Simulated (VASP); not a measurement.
# BAs (F-43m) in VASP: G0W0 quasiparticle levels with PBE

Aim: the G0W0 quasiparticle levels of BAs with PBE.

All numbers are computed with VASP 6.6.1; they aren't measurements. Logs are shortened: lines on timing, memory, paths and dates and some standing lists are left out, and cuts for length are marked.

### Step 1. The cell of the first run

It takes space group F-43m (No. 216, cubic). Conventional cell: a = 4.784 Å, b = 4.784 Å, c = 4.784 Å, α = 90.00°, β = 90.00°, γ = 90.00°. Within 2.7 Å of B (site symmetry -43m) lie 4 As at 2.07 Å. As (site symmetry -43m) has 4 B at 2.07 Å within 2.7 Å.

### Step 2. G0W0 quasiparticle levels, PBE

The input, POSCAR:

```
BAs
1.0
    0.0000000000      2.3918699057      2.3918699057
    2.3918699057      0.0000000000      2.3918699057
    2.3918699057      2.3918699057      0.0000000000
B As
1 1
Direct
    0.0000000000      0.0000000000      0.0000000000
    0.2500000000      0.2500000000      0.2500000000
```

The input, INCAR.step1:

```
ALGO     = Normal         # electronic algorithm
EDIFF    = 1E-8           # SCF threshold, eV
ENCUT    = 500            # plane-wave cutoff, eV
GGA      = PE             # functional
ISMEAR   = 0              # smearing method
LASPH    = True           # aspherical terms in the spheres
LCHARG   = False          # write CHGCAR
LREAL    = False          # projectors in reciprocal space
LWAVE    = True           # write WAVECAR
NELM     = 60             # most SCF steps
PREC     = Accurate       # precision mode
SIGMA    = 0.01           # smearing width, eV
```

The input, INCAR.step2:

```
ALGO     = Exact          # electronic algorithm
EDIFF    = 1E-8           # SCF threshold, eV
ENCUT    = 500            # plane-wave cutoff, eV
GGA      = PE             # functional
ISMEAR   = 0              # smearing method
ISTART   = 1            
LASPH    = True           # aspherical terms in the spheres
LCHARG   = False          # write CHGCAR
LOPTICS  = True           # frequency-dependent dielectric function
LREAL    = False          # projectors in reciprocal space
LWAVE    = True           # write WAVECAR
NBANDS   = 66             # bands
NELM     = 1              # most SCF steps
PREC     = Accurate       # precision mode
SIGMA    = 0.01           # smearing width, eV
```

The input, INCAR.step3:

```
ALGO     = EVGW0          # electronic algorithm
EDIFF    = 1E-8           # SCF threshold, eV
ENCUT    = 500            # plane-wave cutoff, eV
ENCUTGW  = 100.0          # cutoff of the response function
GGA      = PE             # functional
ISMEAR   = 0              # smearing method
ISTART   = 1            
LASPH    = True           # aspherical terms in the spheres
LCHARG   = False          # write CHGCAR
LREAL    = False          # projectors in reciprocal space
LWAVE    = False          # write WAVECAR
NBANDS   = 66             # bands
NBANDSGW = 12           
NELMGW   = 1            
NOMEGA   = 48             # frequency points
PREC     = Accurate       # precision mode
PRECFOCK = Fast         
SIGMA    = 0.01           # smearing width, eV
```

The input, KPOINTS:

```
k-points
0
Gamma
  6 6 6
```

Potentials or basis: VASP PAW PBE potentials, release 64 (B_GW, As_GW).

On the command line:

```console
> cat potpaw_PBE.64/B_GW/POTCAR potpaw_PBE.64/As_GW/POTCAR > POTCAR
> cp INCAR.step1 INCAR
> mpirun -np 1 vasp_std > vasp.out
> cp INCAR.step2 INCAR
> mpirun -np 1 vasp_std > vasp.out
> cp INCAR.step3 INCAR
> mpirun -np 1 vasp_std > vasp.out
```

OUTCAR:

```text
EDIFF = 1E-8
   ENCUT = 500
   ENCUTGW = 100.0
   GGA = PE
   ISMEAR = 0
   ISTART = 1
   LASPH = True
   LREAL = False
   NELMGW = 1
   PREC = Accurate
   PRECFOCK = Fast

 ion  position               nearest neighbor table
   1  0.000  0.000  0.000-   2 2.07   2 2.07   2 2.07   2 2.07
   2  0.250  0.250  0.250-   1 2.07   1 2.07   1 2.07   1 2.07

  LATTYP: Found a face centered cubic cell.
 ALAT       =     4.7837398114

  Lattice vectors:

 A1 = (   0.0000000000,   2.3918699057,   2.3918699057)
 A2 = (   2.3918699057,   0.0000000000,   2.3918699057)
 A3 = (   2.3918699057,   2.3918699057,   0.0000000000)

Analysis of symmetry for initial positions (statically):
=====================================================================
 Subroutine PRICEL returns:
 Original cell was already a primitive cell.

 Routine SETGRP: Setting up the symmetry group for a
 face centered cubic supercell.

 Subroutine GETGRP returns: Found 24 space group operations
 (whereof 24 operations were pure point group operations)
 out of a pool of 48 trial point group operations.

The static configuration has the point symmetry T_d .

Analysis of symmetry for dynamics (positions and initial velocities):
=====================================================================
 Subroutine PRICEL returns:
 Original cell was already a primitive cell.

 Routine SETGRP: Setting up the symmetry group for a
 face centered cubic supercell.

 Subroutine GETGRP returns: Found 24 space group operations
 (whereof 24 operations were pure point group operations)
 out of a pool of 48 trial point group operations.

The dynamic configuration has the point symmetry T_d .

 Subroutine INISYM returns: Found 24 space group operations
 (whereof 24 operations are pure point group operations),
 and found     1 'primitive' translations

----------------------------------------------------------------------------------------

[... 81 lines left out ...]
   ENCUT  =  500.0 eV  36.75 Ry    6.06 a.u.   6.17  6.17  6.17*2*pi/ulx,y,z
   NELM   =     60;   NELMIN=  2; NELMDL=  0     # of ELM steps
   EDIFF  = 0.1E-07   stopping-criterion for ELM
   LREAL  =      F    real-space projection
   EDIFFG = 0.1E-06   stopping-criterion for IOM
   NSW    =      0    number of steps for IOM
   IBRION =     -1    ionic relax: 0-MD 1-quasi-New 2-CG
   NFREE  =      0    steps in history (QN), initial steepest desc. (CG)
   ISIF   =      0    stress and relaxation
   ISYM   =      3    0-nonsym 1-usesym 2-fastsym
   POTIM  = 0.5000    time-step for ionic-motion
   TEBEG  =    0.0;   TEEND  =   0.0 temperature during run
   PSTRESS=    0.0 pullay stress
   NELECT =       8.0000    total number of electrons
   NUPDOWN=      -1.0000    fix difference up-down
   EMIN   =  10.00;   EMAX   =-10.00  energy-range for DOS
   EFERMI =   0.00;   METHOD = LEGACY
   ISMEAR =     0;   SIGMA  =   0.01  broadening in eV -4-tet -1-fermi 0-gaus
   EFERMI_NEDOS =   21; number of points for ismear=-14 and -15
   IALGO  =     38    algorithm
   IMIX   =      4    mixing-type and parameters
     AMIX     =   0.40;   BMIX     =  1.00
     AMIX_MAG =   1.60;   BMIX_MAG =  1.00
  volume/ion in A,a.u.               =      13.68        92.34
  Fermi-wavevector in a.u.,A,eV,Ry     =   1.086486  2.053160 16.061008  1.180451
  Thomas-Fermi vector in A             =   2.222623
   LORBIT       =      0    0 simple, 1 ext, 2 COOP (PROOUT), +10 PAW based schemes
   GGA     = PE    functional components
   LHFCALC =     T    Hartree Fock is set to
   PRECFOCK=fast      Normal, Fast or Accurate (Low or Medium for compatibility)
   ENCUT4O =  -1.0   cutoff for four orbital integrals eV
   NKREDX  =     1    reduce k-point grid by
   NKREDY  =     1    reduce k-point grid by
   NKREDZ  =     1    reduce k-point grid by
   AEXX    =    1.0000 exact exchange contribution
   HFSCREEN=    0.0000 screening length (either q_TF or 0.3 A-1)
   HFSCREENC=   0.0000 screening length for correlation (either q_TF or 0.3 A-1)
   ENCUTFOCK=  -1.0 apply spherical cutoff to Coloumb kernel
   IVDW    =     0    specifies the selected vdW correction
   LEPSILON=     F    determine dielectric tensor
   LRPA    =     F    only Hartree local field effects (RPA)
   LRPAFORCE           =     F    calculate RPA forces
   ENCUTGW             = 100.0    cutoff for response function in eV
   ENCUTGWSOFT         =  80.0    soft cutoff for Coulomb kernel in GW response function in eV
   ENCUTLF             =  -1.0    cutoff for local field effects
   NELMGW              =     1    number of iterations in solving QP/BSE equation
   NELMHF              =     1    number of iterations in the inner HF iteration
   NKREDLFX            =     1    NKREDLFY  =   1   NKREDLFZ  =   1
 non-spin polarized calculation
 Gauss-broadening in eV      SIGMA  =   0.01
  energy-cutoff  :      500.00
  volume of cell :       27.37
 maximum number of plane-waves:       725
 NGX is ok and might be reduce to    28
  NGX = 14; NGY = 14; NGZ = 14
   NGX = 13   NGY = 13   NGZ = 13
 maximum number of plane-waves:        70
 NGX is ok and might be reduce to    14

 QP shifts <psi_nk| G(iteration)W_0 |psi_nk>: iteration 1
 for sc-GW calculations column KS-energies equals QP-energies in previous step
 and V_xc(KS)=  KS-energies - (<T + V_ion + V_H > + <T+V_H+V_ion>^1  + <V_x>^1)

 k-point   1 :       0.0000    0.0000    0.0000
  band No.  KS-energies  QP-energies   sigma(KS)   V_xc(KS)     V^pw_x(r,r')   Z            occupation Imag(sigma)

      1      -9.2446      -9.8856     -12.5652     -11.6455     -19.5829       0.6969       2.0000       1.2388
      2       6.1229       5.8023     -12.9836     -12.5769     -13.9783       0.7884       2.0000       0.0627
      3       6.1229       5.8023     -12.9836     -12.5769     -13.9783       0.7884       2.0000       0.0627
      4       6.1229       5.8023     -12.9836     -12.5769     -13.9783       0.7884       2.0000       0.0627
      5       9.3910       9.8315     -10.8140     -11.3753      -6.7459       0.7846       0.0000      -0.0741
      6       9.3910       9.8315     -10.8140     -11.3753      -6.7459       0.7846       0.0000      -0.0741
      7       9.3910       9.8315     -10.8140     -11.3753      -6.7459       0.7846       0.0000      -0.0741
      8      10.7297      11.4739     -11.6308     -12.6097      -6.6783       0.7602       0.0000      -0.1095
      9      15.6709      15.7882      -8.7737      -8.9240      -3.1035       0.7804       0.0000      -0.2746
     10      19.0544      19.2358     -10.1617     -10.3950      -4.3811       0.7777       0.0000      -0.3635
     11      19.0544      19.2358     -10.1617     -10.3950      -4.3811       0.7777       0.0000      -0.3635
     12      20.4696      20.5790      -8.8840      -9.0248      -2.5217       0.7769       0.0000      -0.4972
[... 228 lines left out ...]
      1      -4.9581      -5.3803     -12.8935     -12.3161     -18.2382       0.7312       2.0000       0.6535
      2      -2.0656      -2.7127     -12.8997     -11.9986     -17.4635       0.7182       2.0000       0.3925
      3       0.9908       0.4071     -12.0562     -11.2823     -14.7304       0.7543       2.0000       0.1375
      4       1.1859       0.6077     -12.0805     -11.3146     -14.6800       0.7550       2.0000       0.1328
      5       9.8918      10.1179     -10.2615     -10.5502      -5.7394       0.7828       0.0000      -0.0948
      6      10.0955      10.4812     -10.2843     -10.7768      -5.7063       0.7832       0.0000      -0.0976
      7      14.7373      15.1847     -10.9230     -11.5206      -4.9350       0.7486       0.0000      -0.2663
      8      14.9786      15.4790     -10.7007     -11.3627      -4.8140       0.7560       0.0000      -0.2647
      9      18.3928      18.8736     -11.0969     -11.7465      -4.1618       0.7401       0.0000      -0.5134
     10      21.7154      22.2148     -11.0115     -11.6723      -4.1481       0.7559       0.0000      -0.7609
     11      21.9219      22.1432     -10.1793     -10.4706      -3.3636       0.7595       0.0000      -0.6713
     12      24.8213      25.2615     -10.3696     -10.9506      -3.4469       0.7576       0.0000      -0.9434
```

OUTCAR.step2:

```text
EDIFF = 1E-8
   ENCUT = 500
   GGA = PE
   ISMEAR = 0
[... 849 lines left out ...]
  --------------------------------------------------------------------------------------------------------------
     0.00000    11.57700    11.57700    11.57700    -0.00000    -0.00000     0.00000
     1.31054    12.34827    12.34827    12.34827    -0.00000    -0.00000     0.00000
     2.62108    16.07588    16.07588    16.07588    -0.00000    -0.00000     0.00000
     3.93162    19.71097    19.71097    19.71097    -0.00000    -0.00000     0.00000
     5.24216    24.98647    24.98647    24.98647    -0.00000    -0.00000     0.00000
     6.55270    -9.96818    -9.96818    -9.96818     0.00000     0.00000    -0.00000
[... 92 lines left out ...]
   128.43287     0.97364     0.97364     0.97364     0.00000     0.00000    -0.00000
   129.74341     0.97419     0.97419     0.97419     0.00000     0.00000    -0.00000
```

Run time: 4 min. Hardware: 1 thread of Intel Xeon 8259CL, shared host; peak memory 0.36 GiB.

What came out:

- Band gap on the k mesh, mean-field level: 1.27 eV, indirect (least direct gap 3.27 eV)
- Quasiparticle gap: 1.79 eV
- Least direct quasiparticle gap: 4.03 eV

Caveat: bands, screening cutoff and mesh are small and nothing is extrapolated, so the quasiparticle values aren't converged. A k mesh can miss the band edges.
